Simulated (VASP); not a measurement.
# TaN (P1) in VASP: notebook

Runs on TaN. Level: PBEsol. Tasks: single point.

All numbers are computed with VASP 6.6.1; they aren't measurements. Logs are shortened: lines on timing, memory, paths and dates and some standing lists are left out, and cuts for length are marked.

### Step 1. The cell of the first run

The typed cell holds 6 atoms: a = 5.196 Å, b = 5.219 Å, c = 2.911 Å, α = 90.21°, β = 90.57°, γ = 120.43°.

### Step 2. Single point, PBEsol (equal xy, yz and zx shear strains of -1 %)

The input, INCAR:

```
SYSTEM = TaN
PREC     = Accurate       ! precision mode
ENCUT    = 520            ! plane-wave cutoff, eV
EDIFF    = 1E-6           ! SCF threshold, eV
ISMEAR   = -1             ! smearing method
SIGMA    = 0.01           ! smearing width, eV
LREAL    = .FALSE.        ! projectors in reciprocal space
LASPH    = .TRUE.         ! aspherical terms in the spheres
NELM     = 60             ! most SCF steps
ALGO     = Normal         ! electronic algorithm
ISIF     = 2              ! what is computed and relaxed
LWAVE    = .FALSE.        ! write WAVECAR
LCHARG   = .TRUE.         ! write CHGCAR
GGA      = PS             ! functional
LELF     = .TRUE.         ! ELF
LVHAR    = .TRUE.       
NBANDS   = 33             ! bands
```

The input, KPOINTS:

```
regular mesh
0
G
  6 6 9
  0 0 0
```

The input, POSCAR:

```
TaN
1.0
    5.1960008669     -0.0259800043     -0.0259800043
   -2.6204997771      4.5128587510     -0.0095093416
   -0.0145550000     -0.0145550000      2.9110000000
Ta N
3 3
Direct
    0.3333333333      0.6666666667      0.5000000000
    0.6666666667      0.3333333333      0.5000000000
    0.0000000000      0.0000000000      0.0000000000
    0.3928500000      0.0000000000      0.0000000000
    0.6071500000      0.6071500000      0.0000000000
    0.0000000000      0.3928500000      0.0000000000
```

Potentials or basis: VASP PAW PBE potentials, release 64 (Ta_pv, N).

Started as:

```console
$ cat potpaw_PBE.64/Ta_pv/POTCAR potpaw_PBE.64/N/POTCAR > POTCAR
$ mpirun -np 1 vasp_std > vasp.out
```

OUTCAR:

```text
SYSTEM = TaN
   PREC = Accurate
   ENCUT = 520
   EDIFF = 1E-6
   ISMEAR = -1
   LREAL = .FALSE.
   LASPH = .TRUE.
   NELM = 60
   ISIF = 2
   GGA = PS

 ion  position               nearest neighbor table
   1  0.333  0.667  0.500-   6 2.14   5 2.16   4 2.16   6 2.17   4 2.17   5 2.17   2 2.99   2 3.00
                             2 3.01   3 3.30   3 3.32   3 3.34   3 3.34   3 3.35   3 3.35
   2  0.667  0.333  0.500-   4 2.15   6 2.15   5 2.17   5 2.17   4 2.17   6 2.17   1 2.99   1 3.00
                             1 3.01   3 3.30   3 3.32   3 3.34   3 3.34   3 3.35   3 3.35
   3  0.000  0.000  0.000-   5 2.03   4 2.04   6 2.05   2 3.30   1 3.30   2 3.32   1 3.32   1 3.34
                             2 3.34   2 3.34   1 3.34   2 3.35   1 3.35   1 3.35   2 3.35
   4  0.393  0.000  0.000-   3 2.04   2 2.15   1 2.16   2 2.17   1 2.17
   5  0.607  0.607  0.000-   3 2.03   1 2.16   2 2.17   2 2.17   1 2.17
   6  0.000  0.393  0.000-   3 2.05   1 2.14   2 2.15   1 2.17   2 2.17

  LATTYP: Found a triclinic cell.
 ALAT       =     5.9306293708
 B/A-ratio  =     0.4908539368
 C/A-ratio  =     0.8799276967
 COS(alpha) =     0.0036352537
 COS(beta)  =     0.4455161620
 COS(gamma) =     0.4821147609

  Lattice vectors:

 A1 = (   5.1814458669,  -0.0405350043,   2.8850199957)
 A2 = (  -0.0145550000,  -0.0145550000,   2.9110000000)
 A3 = (   2.6204997771,  -4.5128587510,   0.0095093416)

Analysis of symmetry for initial positions (statically):
=====================================================================
 Subroutine PRICEL returns:
 Original cell was already a primitive cell.

 Routine SETGRP: Setting up the symmetry group for a
 triclinic supercell.

 Subroutine GETGRP returns: Found  1 space group operations
 (whereof  1 operations were pure point group operations)
 out of a pool of  2 trial point group operations.

The static configuration has the point symmetry C_1 .

Analysis of symmetry for dynamics (positions and initial velocities):
=====================================================================
 Subroutine PRICEL returns:
 Original cell was already a primitive cell.

 Routine SETGRP: Setting up the symmetry group for a
 triclinic supercell.

 Subroutine GETGRP returns: Found  1 space group operations
 (whereof  1 operations were pure point group operations)
 out of a pool of  2 trial point group operations.

The dynamic configuration has the point symmetry C_1 .

 Subroutine INISYM returns: Found  1 space group operations
 (whereof  1 operations are pure point group operations),
 and found     1 'primitive' translations

----------------------------------------------------------------------------------------

                                     Primitive cell

  volume of cell :      68.0579

  direct lattice vectors                    reciprocal lattice vectors
     5.196000867 -0.025980004 -0.025980004     0.193023766  0.112087099  0.001525554
    -2.620499777  4.512858751 -0.009509342     0.001116783  0.222239872  0.001116783
    -0.014555000 -0.014555000  2.911000000     0.001726341  0.001726341  0.343541825

  length of vectors
     5.196130765  5.218525042  2.911072774     0.223212946  0.222245484  0.343550500

  position of ions in fractional coordinates (direct lattice)
     0.333333333  0.666666667  0.500000000
     0.666666667  0.333333333  0.500000000
     0.000000000  0.000000000  0.000000000
     0.392850000  0.000000000  0.000000000
     0.607150000  0.607150000  1.000000000
     1.000000000  0.392850000  1.000000000

  ion indices of the primitive-cell ions
   primitive index   ion index
                 1           1
                 2           2
                 3           3
                 4           4
                 5           5
                 6           6

----------------------------------------------------------------------------------------

 KPOINTS: regular mesh

Automatic generation of k-mesh.
 Grid dimensions read from file:
 generate k-points for:    6    6    9

 Generating k-lattice:

  Cartesian coordinates                     Fractional coordinates (reciprocal lattice)
     0.032170628  0.018681183  0.000254259     0.166666667 -0.000000000  0.000000000
     0.000186131  0.037039979  0.000186131     0.000000000  0.166666667  0.000000000
     0.000191816  0.000191816  0.038171314     0.000000000 -0.000000000  0.111111111

  Length of vectors
     0.037202158  0.037040914  0.038172278

  Shift w.r.t. Gamma in fractional coordinates (k-lattice)
     0.000000000  0.000000000  0.000000000

 Subroutine IBZKPT returns following result:
 ===========================================

 Found    164 irreducible k-points:

 Following reciprocal coordinates:
            Coordinates               Weight
  0.000000  0.000000  0.000000      1.000000
  0.166667  0.000000 -0.000000      2.000000
  0.333333 -0.000000  0.000000      2.000000
  0.500000  0.000000 -0.000000      1.000000
  0.000000  0.166667 -0.000000      2.000000
  0.166667  0.166667 -0.000000      2.000000
[... 16 lines left out ...]
  0.333333  0.000000  0.111111      2.000000
  0.500000  0.000000  0.111111      2.000000
 [... further k-points ...]
   k-points           NKPTS =    164   k-points in BZ     NKDIM =    164   number of bands    NBANDS=     33
   number of dos      NEDOS =    301   number of ions     NIONS =      6
   total plane-waves  NPLWV =  38400
   dimension x,y,z NGX =    40 NGY =   40 NGZ =   24
   dimension x,y,z NGXF=    80 NGYF=   80 NGZF=   48
   ions per type =               3   3
   NGX,Y,Z   is equivalent  to a cutoff of  12.80, 12.74, 13.71 a.u.
   NGXF,Y,Z  is equivalent  to a cutoff of  25.60, 25.49, 27.41 a.u.
 SYSTEM =  TaN
   PREC   = accura    normal or accurate (medium, high low for compatibility)
   ISTART =      0    job   : 0-new  1-cont  2-samecut
   ICHARG =      2    charge: 1-file 2-atom 10-const
   ISPIN  =      1    spin polarized calculation?
   LNONCOLLINEAR =      F non collinear calculations
   LSORBIT =      F    spin-orbit coupling
   LASPH  =      T    aspherical Exc in radial PAW
   ENCUT  =  520.0 eV  38.22 Ry    6.18 a.u.   9.66  9.70  5.41*2*pi/ulx,y,z
   NELM   =     60;   NELMIN=  2; NELMDL= -5     # of ELM steps
   EDIFF  = 0.1E-05   stopping-criterion for ELM
   LREAL  =      F    real-space projection
   EDIFFG = 0.1E-04   stopping-criterion for IOM
   NSW    =      0    number of steps for IOM
   IBRION =     -1    ionic relax: 0-MD 1-quasi-New 2-CG
   NFREE  =      0    steps in history (QN), initial steepest desc. (CG)
   ISIF   =      2    stress and relaxation
   ISYM   =      2    0-nonsym 1-usesym 2-fastsym
   POTIM  = 0.5000    time-step for ionic-motion
   TEBEG  =    0.0;   TEEND  =   0.0 temperature during run
   PSTRESS=    0.0 pullay stress
   NELECT =      48.0000    total number of electrons
   NUPDOWN=      -1.0000    fix difference up-down
   EMIN   =  10.00;   EMAX   =-10.00  energy-range for DOS
   EFERMI =   0.00;   METHOD = LEGACY
   ISMEAR =    -1;   SIGMA  =   0.01  broadening in eV -4-tet -1-fermi 0-gaus
   EFERMI_NEDOS =   21; number of points for ismear=-14 and -15
   IALGO  =     38    algorithm
   IMIX   =      4    mixing-type and parameters
     AMIX     =   0.40;   BMIX     =  1.00
     AMIX_MAG =   1.60;   BMIX_MAG =  1.00
  volume/ion in A,a.u.               =      11.34        76.55
  Fermi-wavevector in a.u.,A,eV,Ry     =   1.457233  2.753771 28.892359  2.123529
  Thomas-Fermi vector in A             =   2.574059
   LORBIT       =      0    0 simple, 1 ext, 2 COOP (PROOUT), +10 PAW based schemes
   GGA     = PS    functional components
   LHFCALC =     F    Hartree Fock is set to
   AEXX    =    0.0000 exact exchange contribution
   IVDW    =     0    specifies the selected vdW correction
   LEPSILON=     F    determine dielectric tensor
   LRPA    =     F    only Hartree local field effects (RPA)
 non-spin polarized calculation
  energy-cutoff  :      520.00
  volume of cell :       68.06
 maximum number of plane-waves:      1851
 NGX is ok and might be reduce to    40
   NGX = 19   NGY = 19   NGZ = 11

 number of electron      48.0000001 magnetization

 Free energy of the ion-electron system (eV)
  ---------------------------------------------------
  ext. energy  EPLUGINS =         0.00000000
  ---------------------------------------------------
  free energy    TOTEN  =       -71.42027678 eV

  energy without entropy =      -71.41967587  energy(sigma->0) =      -71.41997633

 E-fermi :   8.1531     XC(G=0): -13.1614

 val. band max:        8.1520682794   @ k =   0.1667  -0.1667   0.2222
 cond. band min:       8.1539184850   @ k =   0.1667  -0.1667   0.3333
 fundamental gap:      0.0018502056
 Fermi energy:         8.1530988752

 k-point     1 :       0.0000    0.0000    0.0000
  band No.  band energies     occupation
      1     -28.0015      2.00000
      2     -27.9968      2.00000
      3     -27.6480      2.00000
      4     -27.6434      2.00000
      5     -27.4723      2.00000
      6     -27.3643      2.00000
[... 25 lines left out ...]
     32      11.3311      0.00000
     33      11.3744      0.00000

 k-point     2 :       0.1667    0.0000   -0.0000
  band No.  band energies     occupation
      1     -28.0204      2.00000
      2     -27.9956      2.00000
      3     -27.6222      2.00000
      4     -27.6170      2.00000
      5     -27.4654      2.00000
      6     -27.3707      2.00000
[... 25 lines left out ...]
     32      11.2983      0.00000
     33      11.5843      0.00000

 k-point     3 :       0.3333   -0.0000    0.0000
  band No.  band energies     occupation
      1     -28.0594      2.00000
      2     -27.9515      2.00000
      3     -27.6391      2.00000
      4     -27.5649      2.00000
      5     -27.4476      2.00000
      6     -27.3874      2.00000
[... 25 lines left out ...]
     32      11.9955      0.00000
     33      12.1217      0.00000

 k-point     4 :       0.5000    0.0000   -0.0000
  band No.  band energies     occupation
      1     -28.0764      2.00000
      2     -27.8968      2.00000
      3     -27.7003      2.00000
      4     -27.5401      2.00000
      5     -27.4330      2.00000
      6     -27.4013      2.00000
[... 673 lines left out ...]
     32      11.5144      0.00000
     33      11.7420      0.00000

 k-point    23 :       0.3333    0.0000    0.1111
  band No.  band energies     occupation
      1     -28.0390      2.00000
      2     -27.9336      2.00000
      3     -27.6302      2.00000
      4     -27.5582      2.00000
      5     -27.5515      2.00000
      6     -27.4841      2.00000
[... 25 lines left out ...]
     32      11.9441      0.00000
     33      12.0482      0.00000

 k-point    24 :       0.5000    0.0000    0.1111
  band No.  band energies     occupation
      1     -28.0546      2.00000
      2     -27.8828      2.00000
      3     -27.6898      2.00000
      4     -27.5423      2.00000
      5     -27.5288      2.00000
      6     -27.5001      2.00000
[... 25 lines left out ...]
     32      12.0021      0.00000
     33      12.1498      0.00000

 [... further k-points ...]
[... 5 lines left out ...]
  --------------------------------------------------------------------------------------
  -------------------------------------------------------------------------------------
  Total       -0.9742901     -0.9764257     -1.7000985      0.8368084      0.8242067      0.8229314
  in kB      -22.9361379    -22.9864137    -40.0226719     19.6996277     19.4029666     19.3729435
  external PRESSURE =     -28.6484079 kB  Pullay stress =       0.0000000 kB

 VOLUME and BASIS-vectors are now :
 -----------------------------------------------------------------------------
  energy-cutoff  :      520.00
  volume of cell :       68.06
      direct lattice vectors                 reciprocal lattice vectors
     5.196000867 -0.025980004 -0.025980004     0.193023766  0.112087099  0.001525554
    -2.620499777  4.512858751 -0.009509342     0.001116783  0.222239872  0.001116783
    -0.014555000 -0.014555000  2.911000000     0.001726341  0.001726341  0.343541825

 POSITION                                       TOTAL-FORCE (eV/Angst)
 -----------------------------------------------------------------------------------
     -0.02228      2.99263      1.44050         0.060074      0.051836      0.008792
      2.58322      1.47969      1.43501        -0.059086      0.050195      0.001586
      0.00000      0.00000      0.00000         0.002238      0.135636      0.000040
      2.04125     -0.01021     -0.01021         0.024604     -0.061270     -0.045872
      1.56372      2.72421     -0.02155        -0.029448     -0.112267      0.054344
     -1.02946      1.77288     -0.00374         0.001617     -0.064130     -0.018890
 -----------------------------------------------------------------------------------
    total drift:                               -0.000525     -0.000350      0.000010

  FREE ENERGIE OF THE ION-ELECTRON SYSTEM (eV)
  ---------------------------------------------------
  free  energy   TOTEN  =       -71.4202767816 eV

  energy  without entropy=      -71.4196758747  energy(sigma->0) =      -71.41997633
```

It took 5.5 min on 1 thread of Oxide Virtual Turin-like, shared host; peak memory 0.36 GiB.

What came out:

| Property | Result |
| --- | --- |
| Free energy | -71.4203 eV |
| Pressure | -2.9 GPa |
| Largest force | 0.136 eV/Å |
| Band gap on the k mesh | zero (bands 24 and 25 overlap by 3.09 eV) |

Forces in eV/Å, atoms in the order of the input:
```
Ta   0.060  0.052  0.009
Ta  -0.059  0.050  0.002
Ta   0.002  0.136  0.000
N    0.025 -0.061 -0.046
N   -0.029 -0.112  0.054
N    0.002 -0.064 -0.019
```

Stress tensor (GPa, compression positive):
```
-2.29  1.97  1.94
 1.97 -2.30  1.94
 1.94  1.94 -4.00
```

Caveat: the cell differs from its parent crystal (equal xy, yz and zx shear strains of -1 %); the PAW data sets were made with another functional, which shifts forces and pressure a little; spin-orbit coupling is left out, which moves the levels of the heavy elements.

(Continued in part 2 of 2.)

The gap in the log of VASP goes by the Fermi energy; the results here count the filled bands.